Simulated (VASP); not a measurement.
Wanted: the native input for a VASP 6.6.1 run.

```
Task                   : relaxation of cell and atoms
Functional             : PBE
Potentials or basis    : VASP PAW PBE potentials, release 64 (Ir)
Cutoff                 : 600 eV
k mesh                 : 11 × 11 × 6
Occupations            : fermi-dirac, width 0.05 eV
Spin                   : no spin polarisation
Target pressure        : 2 GPa
Dipole correction      : no
Further INCAR settings : ALGO = Normal; EDIFF = 1e-06; IBRION = 2; EDIFFG = -0.01; NSW = 60; ISIF = 3
```

The structure of Ir lies in POSCAR:

```
Ir
1.0
    2.7513778946      0.0000000000      0.0000000000
   -1.3756889473      2.3827631521      0.0000000000
    0.0000000000      0.0000000000      4.4622900000
Ir
2
Direct
    0.3333333333      0.6666666667      0.2500000000
    0.6666666667      0.3333333333      0.7500000000
```

These files were run (other wordings do the same):

INCAR

```
PREC = Accurate
ENCUT = 600
EDIFF = 1E-6
ISMEAR = -1
SIGMA = 0.05
LREAL = False
LASPH = True
NELM = 80
ALGO = Normal
ISIF = 3
LWAVE = False
LCHARG = False
GGA = PE
IBRION = 2
NSW = 60
EDIFFG = -0.01
PSTRESS = 20.0
```

KPOINTS

```
regular mesh
0
Gamma
  11 11 6
```

Potentials or basis: VASP PAW PBE potentials, release 64 (Ir).

The run is started by

```bash
$ cat potpaw_PBE.64/Ir/POTCAR > POTCAR
$ mpirun -np 1 vasp_std > vasp.out
```

It gave:

```yaml
Relaxed_volume: 14.51 Å³/atom
Relaxed_cell: a = 2.744 Å, b = 2.744 Å, c = 4.449 Å, α = 90.00°, β = 90.00°, γ = 120.00°
Space_group_after_relaxing_to_0.05_Å: P6_3/mmc (No. 194)
Energy_change_on_relaxing_the_enthalpy_is_what_falls: +0.4 meV/atom
Ionic_steps: 4
Pressure_after_relaxing: 2.0 GPa
Band_gap_on_the_k_mesh: zero (band 9 reaches 11.01 eV, above the bottom of band 10 at 7.89 eV)
```

Caveat: the cell is relaxed towards a set pressure, so the enthalpy falls and the energy may rise; spin-orbit coupling is left out, which moves the levels of the heavy elements.

Wall time 73 s on 1 thread of Intel(R) Xeon(R) Platinum 8259CL CPU @ 2.50GHz (Skylake/Cascade Lake), on a shared host, peak memory 0.18 GiB.
